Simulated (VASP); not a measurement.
# Mg2Cd3Te (P6mm) in VASP: notebook

Mg2Cd3Te is run at these levels: PBE; tasks: single point, relaxation of cell and atoms.

Everything below comes from runs of VASP 6.6.1. Logs are shortened: lines on timing, memory, paths and dates and some standing lists are left out, and cuts for length are marked.

### 1 The cell of the first run

The structure is hexagonal, space group P6mm (No. 183). The conventional cell has a = 5.988 Å, b = 5.988 Å, c = 4.206 Å, α = 90.00°, β = 90.00°, γ = 120.00°. Mg (site symmetry 3m) has 6 Cd at 2.71 to 2.73 Å and 3 Mg at 3.46 Å and 3 Te at 3.47 Å within 3.6 Å. Cd (site symmetry 2mm) has 4 Mg at 2.71 to 2.73 Å and 4 Cd at 2.99 Å and 2 Te at 3.50 Å within 3.6 Å. Within 4.6 Å of Te (site symmetry 6mm) lie 6 Mg at 3.47 Å and 12 Cd at 3.50 to 3.84 Å and 2 Te at 4.21 Å.

The cell was built from a structure type or drawn by symmetry, and may not be a known phase.

### 2 Single point, PBE

INCAR

```
SYSTEM = Mg2Cd3Te
ALGO = Normal
EDIFF = 1E-6
ENCUT = 520
GGA = PE
ISIF = 2
ISMEAR = 0
LASPH = .True.
LCHARG = .False.
LREAL = .False.
LWAVE = .False.
NBANDS = 32
NELM = 100
PREC = Accurate
SIGMA = 0.1
```

KPOINTS

```
k-points
0
Gamma
  3 3 4
  0 0 0
```

POSCAR

```
Mg2Cd3Te
1.0
    5.9881203400      0.0000000000      0.0000000000
   -2.9940601700      5.1858643300      0.0000000000
    0.0000000000      0.0000000000      4.2058734000
Mg Cd Te
2 3 1
Direct
    0.6666666700      0.3333333300      0.9631379800
    0.3333333300      0.6666666700      0.9631379800
    0.5000000000      0.5000000000      0.4595159900
    0.5000000000      0.0000000000      0.4595159900
    0.0000000000      0.5000000000      0.4595159900
    0.0000000000      0.0000000000      0.8888130200
```

Potentials or basis: VASP PAW PBE potentials, release 64 (Mg, Cd, Te).

Command:

```console
$ cat potpaw_PBE.64/Mg/POTCAR potpaw_PBE.64/Cd/POTCAR potpaw_PBE.64/Te/POTCAR > POTCAR
$ mpirun -np 1 vasp_std > vasp.out
```

OUTCAR:

```text
SYSTEM = Mg2Cd3Te
   EDIFF = 1E-6
   ENCUT = 520
   GGA = PE
   ISIF = 2
   ISMEAR = 0
   LASPH = .True.
   LREAL = .False.
   NELM = 100
   PREC = Accurate

 ion  position               nearest neighbor table
   1  0.667  0.333  0.963-   4 2.71   5 2.71   3 2.71   4 2.73   5 2.73   3 2.73   2 3.46   2 3.46
                             2 3.46   6 3.47   6 3.47   6 3.47
   2  0.333  0.667  0.963-   4 2.71   5 2.71   3 2.71   4 2.73   5 2.73   3 2.73   1 3.46   1 3.46
                             1 3.46   6 3.47   6 3.47   6 3.47
   3  0.500  0.500  0.460-   1 2.71   2 2.71   1 2.73   2 2.73   4 2.99   4 2.99   5 2.99   5 2.99
                             6 3.50   6 3.50
   4  0.500  0.000  0.460-   1 2.71   2 2.71   1 2.73   2 2.73   3 2.99   5 2.99   3 2.99   5 2.99
                             6 3.50   6 3.50
   5  0.000  0.500  0.460-   1 2.71   2 2.71   1 2.73   2 2.73   4 2.99   4 2.99   3 2.99   3 2.99
                             6 3.50   6 3.50
   6  0.000  0.000  0.889-   1 3.47   2 3.47   2 3.47   1 3.47   1 3.47   2 3.47   3 3.50   5 3.50
                             5 3.50   3 3.50   4 3.50   4 3.50

  LATTYP: Found a hexagonal cell.
 ALAT       =     5.9881203400
 C/A-ratio  =     0.7023695519

  Lattice vectors:

 A1 = (   5.9881203400,   0.0000000000,   0.0000000000)
 A2 = (  -2.9940601700,   5.1858643300,   0.0000000000)
 A3 = (   0.0000000000,   0.0000000000,   4.2058734000)

Analysis of symmetry for initial positions (statically):
=====================================================================
 Subroutine PRICEL returns:
 Original cell was already a primitive cell.

 Routine SETGRP: Setting up the symmetry group for a
 hexagonal supercell.

 Subroutine GETGRP returns: Found 12 space group operations
 (whereof 12 operations were pure point group operations)
 out of a pool of 24 trial point group operations.

The static configuration has the point symmetry C_6v.

Analysis of symmetry for dynamics (positions and initial velocities):
=====================================================================
 Subroutine PRICEL returns:
 Original cell was already a primitive cell.

 Routine SETGRP: Setting up the symmetry group for a
 hexagonal supercell.

 Subroutine GETGRP returns: Found 12 space group operations
 (whereof 12 operations were pure point group operations)
 out of a pool of 24 trial point group operations.

The dynamic configuration has the point symmetry C_6v.

 Subroutine INISYM returns: Found 12 space group operations
 (whereof 12 operations are pure point group operations),
 and found     1 'primitive' translations

----------------------------------------------------------------------------------------

                                     Primitive cell

  volume of cell :     130.6074

  direct lattice vectors                    reciprocal lattice vectors
     5.988120340  0.000000000  0.000000000     0.166997312  0.096415943  0.000000000
    -2.994060170  5.185864330  0.000000000     0.000000000  0.192831886  0.000000000
     0.000000000  0.000000000  4.205873400     0.000000000  0.000000000  0.237762744

  length of vectors
     5.988120340  5.988120335  4.205873400     0.192831886  0.192831886  0.237762744

  position of ions in fractional coordinates (direct lattice)
     0.666666670  0.333333330  0.963137980
     0.333333330  0.666666670  0.963137980
     0.500000000  0.500000000  0.459515990
     0.500000000  0.000000000  0.459515990
     0.000000000  0.500000000  0.459515990
     0.000000000  0.000000000  0.888813020

  ion indices of the primitive-cell ions
   primitive index   ion index
                 1           1
                 2           2
                 3           3
                 4           4
                 5           5
                 6           6

----------------------------------------------------------------------------------------

 KPOINTS: k-points

Automatic generation of k-mesh.
 Grid dimensions read from file:
 generate k-points for:    3    3    4

 Generating k-lattice:

  Cartesian coordinates                     Fractional coordinates (reciprocal lattice)
     0.055665771  0.032138648  0.000000000     0.333333333  0.000000000  0.000000000
     0.000000000  0.064277295  0.000000000     0.000000000  0.333333333  0.000000000
     0.000000000  0.000000000  0.059440686     0.000000000  0.000000000  0.250000000

  Length of vectors
     0.064277295  0.064277295  0.059440686

  Shift w.r.t. Gamma in fractional coordinates (k-lattice)
     0.000000000  0.000000000  0.000000000

 Subroutine IBZKPT returns following result:
 ===========================================

 Found      9 irreducible k-points:

 Following reciprocal coordinates:
            Coordinates               Weight
  0.000000  0.000000  0.000000      1.000000
  0.333333  0.000000  0.000000      6.000000
  0.333333  0.333333  0.000000      2.000000
  0.000000  0.000000  0.250000      2.000000
  0.333333  0.000000  0.250000     12.000000
  0.333333  0.333333  0.250000      4.000000
  0.000000  0.000000  0.500000      1.000000
  0.333333  0.000000  0.500000      6.000000
  0.333333  0.333333  0.500000      2.000000
   k-points           NKPTS =      9   k-points in BZ     NKDIM =      9   number of bands    NBANDS=     32
   number of dos      NEDOS =    301   number of ions     NIONS =      6
   total plane-waves  NPLWV =  73728
   dimension x,y,z NGX =    48 NGY =   48 NGZ =   32
   dimension x,y,z NGXF=    96 NGYF=   96 NGZF=   64
   ions per type =               2   3   1
   NGX,Y,Z   is equivalent  to a cutoff of  13.33, 13.33, 12.65 a.u.
   NGXF,Y,Z  is equivalent  to a cutoff of  26.65, 26.65, 25.30 a.u.
 SYSTEM =  Mg2Cd3Te
   PREC   = accura    normal or accurate (medium, high low for compatibility)
   ISTART =      0    job   : 0-new  1-cont  2-samecut
   ICHARG =      2    charge: 1-file 2-atom 10-const
   ISPIN  =      1    spin polarized calculation?
   LNONCOLLINEAR =      F non collinear calculations
   LSORBIT =      F    spin-orbit coupling
   LASPH  =      T    aspherical Exc in radial PAW
   ENCUT  =  520.0 eV  38.22 Ry    6.18 a.u.  11.13 11.13  7.82*2*pi/ulx,y,z
   NELM   =    100;   NELMIN=  2; NELMDL= -5     # of ELM steps
   EDIFF  = 0.1E-05   stopping-criterion for ELM
   LREAL  =      F    real-space projection
   EDIFFG = 0.1E-04   stopping-criterion for IOM
   NSW    =      0    number of steps for IOM
   IBRION =     -1    ionic relax: 0-MD 1-quasi-New 2-CG
   NFREE  =      0    steps in history (QN), initial steepest desc. (CG)
   ISIF   =      2    stress and relaxation
   ISYM   =      2    0-nonsym 1-usesym 2-fastsym
   POTIM  = 0.5000    time-step for ionic-motion
   TEBEG  =    0.0;   TEEND  =   0.0 temperature during run
   PSTRESS=    0.0 pullay stress
   NELECT =      46.0000    total number of electrons
   NUPDOWN=      -1.0000    fix difference up-down
   EMIN   =  10.00;   EMAX   =-10.00  energy-range for DOS
   EFERMI =   0.00;   METHOD = LEGACY
   ISMEAR =     0;   SIGMA  =   0.10  broadening in eV -4-tet -1-fermi 0-gaus
   EFERMI_NEDOS =   21; number of points for ismear=-14 and -15
   IALGO  =     38    algorithm
   IMIX   =      4    mixing-type and parameters
     AMIX     =   0.40;   BMIX     =  1.00
     AMIX_MAG =   1.60;   BMIX_MAG =  1.00
  volume/ion in A,a.u.               =      21.77       146.90
  Fermi-wavevector in a.u.,A,eV,Ry     =   1.156125  2.184760 18.185890  1.336625
  Thomas-Fermi vector in A             =   2.292748
   LORBIT       =      0    0 simple, 1 ext, 2 COOP (PROOUT), +10 PAW based schemes
   GGA     = PE    functional components
   LHFCALC =     F    Hartree Fock is set to
   AEXX    =    0.0000 exact exchange contribution
   IVDW    =     0    specifies the selected vdW correction
   LEPSILON=     F    determine dielectric tensor
   LRPA    =     F    only Hartree local field effects (RPA)
 non-spin polarized calculation
 Gauss-broadening in eV      SIGMA  =   0.10
  energy-cutoff  :      520.00
  volume of cell :      130.61
 maximum number of plane-waves:      3552
 NGX is ok and might be reduce to    48
   NGX = 23   NGY = 23   NGZ = 15

 number of electron      45.9999984 magnetization

 Free energy of the ion-electron system (eV)
  ---------------------------------------------------
  ext. energy  EPLUGINS =         0.00000000
  ---------------------------------------------------
  free energy    TOTEN  =        -7.22451684 eV

  energy without entropy =       -7.21414514  energy(sigma->0) =       -7.21933099

 E-fermi :   4.2198     XC(G=0): -10.2085

 val. band max:        4.0921021792   @ k =   0.3333   0.3333   0.2500
 cond. band min:       4.2858713957   @ k =   0.3333   0.0000   0.5000
 fundamental gap:      0.1937692165
 Fermi energy:         4.2198088557

 k-point     1 :       0.0000    0.0000    0.0000
  band No.  band energies     occupation
      1      -7.2289      2.00000
      2      -6.0219      2.00000
      3      -5.6319      2.00000
      4      -5.4892      2.00000
      5      -5.4892      2.00000
      6      -5.2872      2.00000
[... 24 lines left out ...]
     31      10.8486      0.00000
     32      11.0679      0.00000

 k-point     2 :       0.3333    0.0000    0.0000
  band No.  band energies     occupation
      1      -7.0603      2.00000
      2      -5.7521      2.00000
      3      -5.4989      2.00000
      4      -5.4084      2.00000
      5      -5.2201      2.00000
      6      -5.2100      2.00000
[... 24 lines left out ...]
     31       9.6236      0.00000
     32      10.1010      0.00000
[... 208 lines left out ...]
     31       9.6449      0.00000
     32      10.7445      0.00000

 k-point     9 :       0.3333    0.3333    0.5000
  band No.  band energies     occupation
      1      -6.7393      2.00000
      2      -5.4230      2.00000
      3      -5.4230      2.00000
      4      -5.3390      2.00000
      5      -5.3390      2.00000
      6      -5.3068      2.00000
[... 24 lines left out ...]
     31      10.7441      0.00000
     32      11.2743      0.00000

------------------------ aborting loop because EDIFF is reached ----------------------------------------

  FORCE on cell =-STRESS in cart. coord.  units (eV):
  Direction    XX          YY          ZZ          XY          YZ          ZX
  --------------------------------------------------------------------------------------
  -------------------------------------------------------------------------------------
  Total        6.0769868      6.0769868     13.7158084      0.0000000     -0.0000000      0.0000000
  in kB       74.5471440     74.5471438    168.2535071      0.0000000     -0.0000000      0.0000000
  external PRESSURE =     105.7825983 kB  Pullay stress =       0.0000000 kB

 VOLUME and BASIS-vectors are now :
 -----------------------------------------------------------------------------
  energy-cutoff  :      520.00
  volume of cell :      130.61
      direct lattice vectors                 reciprocal lattice vectors
     5.988120340  0.000000000  0.000000000     0.166997312  0.096415943  0.000000000
    -2.994060170  5.185864330  0.000000000     0.000000000  0.192831886  0.000000000
     0.000000000  0.000000000  4.205873400     0.000000000  0.000000000  0.237762744

 POSITION                                       TOTAL-FORCE (eV/Angst)
 -----------------------------------------------------------------------------------
      2.99406      1.72862      4.05084         0.000000     -0.000000     -0.075175
     -0.00000      3.45724      4.05084        -0.000000     -0.000000     -0.075175
      1.49703      2.59293      1.93267        -0.000000      0.000000      0.021972
      2.99406      0.00000      1.93267        -0.000000     -0.000000      0.021972
     -1.49703      2.59293      1.93267         0.000000      0.000000      0.021972
      0.00000      0.00000      3.73824         0.000000      0.000000      0.084432
 -----------------------------------------------------------------------------------
    total drift:                                0.000000      0.000000      0.000022

  FREE ENERGIE OF THE ION-ELECTRON SYSTEM (eV)
  ---------------------------------------------------
  free  energy   TOTEN  =        -7.2245168425 eV

  energy  without entropy=       -7.2141451380  energy(sigma->0) =       -7.21933099
```

It took 34 s on 1 thread of Intel Xeon 6975P-C (Granite Rapids), shared host; peak memory 0.26 GiB.

Results:

| Property | Result |
| --- | --- |
| Free energy | -7.2245 eV |
| Pressure | 10.6 GPa |
| Largest force | 0.084 eV/Å |
| Band gap on the k mesh | zero (bands 23 and 24 overlap by 2.25 eV) |

Forces on the atoms (eV/Å):
```
Mg   0.000  0.000 -0.075
Mg   0.000  0.000 -0.075
Cd   0.000  0.000  0.022
Cd   0.000  0.000  0.022
Cd   0.000  0.000  0.022
Te   0.000  0.000  0.084
```

Levels at points of the mesh, in eV from the Fermi level:
| k point | band 19 | band 20 | band 21 | band 22 | band 23 | band 24 | band 25 | band 26 | band 27 | band 28 |
| --- | --- | --- | --- | --- | --- | --- | --- | --- | --- | --- |
| (0.00, 0.00, 0.00) | -3.66 | -3.44 | -2.24 | -2.24 | -1.54 | 1.14 | 3.00 | 3.47 | 3.47 | 4.65 |
| (0.00, 0.00, 0.50) | -2.34 | -2.34 | -2.30 | -1.41 | -0.73 | -0.73 | -0.25 | -0.25 | 0.42 | 0.42 |

Caveat: the k points lie up to 0.40 Å⁻¹ apart, too coarse for converged energies and pressures of a metal; spin-orbit coupling is left out, which moves the levels of the heavy elements.

### 3 Single point, PBE

This run uses another cell than the first one, of 26.10 Å³/atom.

INCAR

```
SYSTEM = Mg2Cd3Te
ALGO = Normal
EDIFF = 1E-6
ENCUT = 520
GGA = PE
ISIF = 2
ISMEAR = 0
LASPH = .TRUE.
LCHARG = .FALSE.
LREAL = .FALSE.
LWAVE = .FALSE.
NBANDS = 32
NELM = 60
PREC = Accurate
SIGMA = 0.1
```

KPOINTS

```
k-points
0
G
  3 3 4
  0 0 0
```

POSCAR

```
Mg2Cd3Te
1.0
    6.1129424777      0.0000000000      0.0000000000
   -3.0564712389      5.2939634776      0.0000000000
    0.0000000000      0.0000000000      4.8386017009
Mg Cd Te
2 3 1
Direct
    0.6666666667      0.3333333333      0.9622619781
    0.3333333333      0.6666666667      0.9622619781
    0.5000000000      0.5000000000      0.4581056483
    0.5000000000      0.0000000000      0.4581056483
    0.0000000000      0.5000000000      0.4581056483
    0.0000000000      0.0000000000      0.8947960490
```

Potentials or basis: VASP PAW PBE potentials, release 64 (Mg, Cd, Te).

Command:

```console
$ cat potpaw_PBE.64/Mg/POTCAR potpaw_PBE.64/Cd/POTCAR potpaw_PBE.64/Te/POTCAR > POTCAR
$ mpirun -np 1 vasp_std > vasp.out
```

Run time: 42 s. Hardware: 1 thread of Intel Xeon 6975P-C (Granite Rapids), shared host; peak memory 0.28 GiB.

Results (log left out):

| Item | Value |
| --- | --- |
| Free energy | -8.2213 eV |
| Pressure | 0.1 GPa |
| Largest force | 0.005 eV/Å |
| Band gap on the k mesh | zero (bands 23 and 24 overlap by 1.26 eV) |

Forces in eV/Å, atoms in the order of the input:
```
Mg   0.000  0.000  0.001
Mg   0.000  0.000  0.001
Cd   0.000  0.000 -0.002
Cd   0.000  0.000 -0.002
Cd   0.000  0.000 -0.002
Te   0.000  0.000  0.005
```

Levels at points of the mesh, in eV from the Fermi level:
| k point | band 20 | band 21 | band 22 | band 23 | band 24 | band 25 | band 26 | band 27 |
| --- | --- | --- | --- | --- | --- | --- | --- | --- |
| (0.00, 0.00, 0.00) | -2.60 | -2.01 | -1.65 | -1.65 | 0.37 | 1.51 | 2.84 | 2.84 |
| (0.00, 0.00, 0.50) | -2.17 | -1.74 | -1.06 | -0.33 | -0.33 | -0.20 | -0.20 | 0.76 |

Caveat: the k points lie up to 0.40 Å⁻¹ apart, too coarse for converged energies and pressures of a metal; spin-orbit coupling is left out, which moves the levels of the heavy elements.

### 4 Relaxation of cell and atoms, PBE

INCAR

```
SYSTEM = Mg2Cd3Te
PREC     = Accurate       ! precision mode
ENCUT    = 600            ! plane-wave cutoff, eV
EDIFF    = 1E-7           ! SCF threshold, eV
ISMEAR   = 0              ! smearing method
SIGMA    = 0.1            ! smearing width, eV
LREAL    = .False.        ! projectors in reciprocal space
LASPH    = .True.         ! aspherical terms in the spheres
NELM     = 80             ! most SCF steps
ALGO     = Normal         ! electronic algorithm
ISIF     = 3              ! what is computed and relaxed
LWAVE    = .False.        ! write WAVECAR
LCHARG   = .False.        ! write CHGCAR
GGA      = PE             ! functional
IBRION   = 2              ! ionic algorithm
NSW      = 90             ! ionic steps
EDIFFG   = -0.04          ! ionic threshold
```

KPOINTS

```
Automatic mesh
0
Gamma
  3 3 4
  0 0 0
```

POSCAR

```
Mg2Cd3Te
1.0
    5.9881203400      0.0000000000      0.0000000000
   -2.9940601700      5.1858643300      0.0000000000
    0.0000000000      0.0000000000      4.2058734000
Mg Cd Te
2 3 1
Direct
    0.6666666700      0.3333333300      0.9631379800
    0.3333333300      0.6666666700      0.9631379800
    0.5000000000      0.5000000000      0.4595159900
    0.5000000000      0.0000000000      0.4595159900
    0.0000000000      0.5000000000      0.4595159900
    0.0000000000      0.0000000000      0.8888130200
```

Command:

```console
$ cat potpaw_PBE.64/Mg/POTCAR potpaw_PBE.64/Cd/POTCAR potpaw_PBE.64/Te/POTCAR > POTCAR
$ mpirun -np 1 vasp_std > vasp.out
```

It took 3 min on 1 thread of Intel Xeon 6975P-C (Granite Rapids), shared host; peak memory 0.3 GiB.

The run converged. Its results:

- Free energy: -8.2147 eV
- Relaxed volume: 26.14 Å³/atom
- Relaxed cell: a = 6.117 Å, b = 6.117 Å, c = 4.840 Å, α = 90.00°, β = 90.00°, γ = 120.00°
- Space group after relaxing (to 0.1 Å): P6mm (No. 183)
- Energy gained by relaxing: 165.1 meV/atom
- Ionic steps: 7
- Pressure after relaxing: 0.0 GPa
- Largest force after relaxing: 0.027 eV/Å
- Band gap on the k mesh: zero (bands 23 and 24 overlap by 1.27 eV)

Forces on the atoms (eV/Å):
```
Mg   0.000  0.000  0.027
Mg   0.000  0.000  0.027
Cd   0.000  0.000 -0.022
Cd   0.000  0.000 -0.022
Cd   0.000  0.000 -0.022
Te   0.000  0.000  0.012
```

Step by step:
| step | energy change (eV) | largest force (eV/Å) | pressure (GPa) | volume (Å³) |
| --- | --- | --- | --- | --- |
| 1 | 0.0000 | 0.0845 | 10.52 | 130.61 |
| 2 | -0.9270 | 0.0189 | -0.41 | 159.36 |
| 3 | -0.9272 | 0.0213 | -0.59 | 160.22 |
| 4 | -0.9677 | 0.0168 | -0.37 | 158.83 |
| 5 | -0.9904 | 0.0471 | 0.02 | 156.76 |
| 6 | -0.9904 | 0.0483 | 0.04 | 156.67 |
| 7 | -0.9909 | 0.0271 | 0.00 | 156.84 |

Final structure:
```
Mg Cd Te
1.0
     6.11718    0.00000    0.00000
    -3.05859    5.29764    0.00000
     0.00000    0.00000    4.83991
Mg Cd Te
2 3 1
Direct
  0.66667 0.33333 0.96273
  0.33333 0.66667 0.96273
  0.50000 0.50000 0.45955
  0.50000 0.00000 0.45955
  0.00000 0.50000 0.45955
  0.00000 0.00000 0.88952
```

Levels at points of the mesh, in eV from the Fermi level:
```tsv
k point	band 21	band 22	band 23	band 24	band 25	band 26
(0.00, 0.00, 0.00)	-1.98	-1.65	-1.65	0.33	1.57	2.86
(0.00, 0.00, 0.50)	-1.73	-1.05	-0.33	-0.33	-0.17	-0.17
```

Caveat: the k points lie up to 0.40 Å⁻¹ apart in the final cell, too coarse for converged energies and pressures of a metal; the volume moved by over 15 % at a fixed basis, so the end points are rough; spin-orbit coupling is left out, which moves the levels of the heavy elements.

(Continued in part 2 of 3.)
